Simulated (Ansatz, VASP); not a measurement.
Al2O3 in VASP and in Ansatz

File POSCAR:

```
Al2O3
1.0
    2.3200821653      1.3395000627      4.1150540224
   -2.3200821653      1.3395000627      4.1150540224
    0.0000000000     -2.6790001254      4.1150540223
Al O
4 6
Direct
    0.8519165699      0.8519165699      0.8519165699
    0.6480834301      0.6480834301      0.6480834301
    0.1480834301      0.1480834301      0.1480834301
    0.3519165699      0.3519165699      0.3519165699
    0.0563854984      0.4436145016      0.7500000000
    0.7500000000      0.0563854984      0.4436145016
    0.4436145016      0.7500000000      0.0563854984
    0.9436145016      0.5563854984      0.2500000000
    0.2500000000      0.9436145016      0.5563854984
    0.5563854984      0.2500000000      0.9436145016
```

File INCAR.step1:

```
PREC = Accurate
ENCUT = 520
ISMEAR = 0
SIGMA = 0.05
LREAL = F
LASPH = T
NELM = 100
NBANDS = 35
GGA = PE
ALGO = Normal
EDIFF = 1E-4
LWAVE = T
LCHARG = F
```

The input INCAR.step2:

```
PREC = Accurate
ENCUT = 520
EDIFF = 1E-7
ISMEAR = 0
SIGMA = 0.05
LREAL = F
LASPH = T
NELM = 100
ALGO = Normal
ISIF = 2
LWAVE = F
LCHARG = F
METAGGA = R2SCAN
LMIXTAU = T
NBANDS = 35
ISTART = 1
```

Contents of KPOINTS:

```
regular mesh
0
Gamma
  6 6 6
```

Input for Ansatz:

```yaml
crystal:
  lattice:
    - [2.3200821653, 1.3395000627, 4.1150540224]
    - [-2.3200821653, 1.3395000627, 4.1150540224]
    - [0.0, -2.6790001254, 4.1150540223]
  atoms:
    - { symbol: Al, position: [0.8519165699, 0.8519165699, 0.8519165699] }
    - { symbol: Al, position: [0.6480834301, 0.6480834301, 0.6480834301] }
    - { symbol: Al, position: [0.1480834301, 0.1480834301, 0.1480834301] }
    - { symbol: Al, position: [0.3519165699, 0.3519165699, 0.3519165699] }
    - { symbol: O, position: [0.0563854984, 0.4436145016, 0.75] }
    - { symbol: O, position: [0.75, 0.0563854984, 0.4436145016] }
    - { symbol: O, position: [0.4436145016, 0.75, 0.0563854984] }
    - { symbol: O, position: [0.9436145016, 0.5563854984, 0.25] }
    - { symbol: O, position: [0.25, 0.9436145016, 0.5563854984] }
    - { symbol: O, position: [0.5563854984, 0.25, 0.9436145016] }
basis:
  ecutwfc: 500
kpoints:
  mp_grid: { grid: [6, 6, 6] }
hamiltonian:
  xc: r2scan
scf:
  occupations: { method: gaussian, width: 0.05 }
output:
  forces: true
  stress: true
  eigenvalues: true
```

Change from the starting cell: strain -0.025 along x and y, -0.050 along z, atoms carried along.

Alike in both runs: task single point; functional r2SCAN; k mesh 6 × 6 × 6; occupations gaussian, width 0.05 eV; no spin polarisation.

|  | VASP | Ansatz |
| --- | --- | --- |
| version | VASP 6.6.1 | Ansatz 0.2.0 |
| potentials or method | VASP PAW PBE potentials, release 64 (Al, O), cutoff 520 eV | scalar-relativistic, plane waves, PAW |
| valence electrons in the cell | 48 | 48 |

|  | VASP | Ansatz | Ansatz less VASP |
| --- | --- | --- | --- |
| gap on the k mesh at the Fermi level (eV) | 8.26 | 8.23 | -0.021 |
| least direct gap on the mesh (eV) | 8.26 | 8.23 | -0.021 |
| pressure (GPa) | 31.3 | 31.7 | +0.34 |
| traceless stress, the component that is largest in VASP (GPa) | 7.13 | 7.19 | +0.059 |
| rms of the force components (eV/Å) | 0.081 | 0.091 | +0.0095 |

VASP's potentials were made for PBE, not for r2SCAN. Atom by atom the forces differ by 0.010 eV/Å (rms over components). Both programs put the cell under a high pressure, so it lies far from rest at this level. The functional is the same, so the differences come from potentials, cutoffs and numerics.
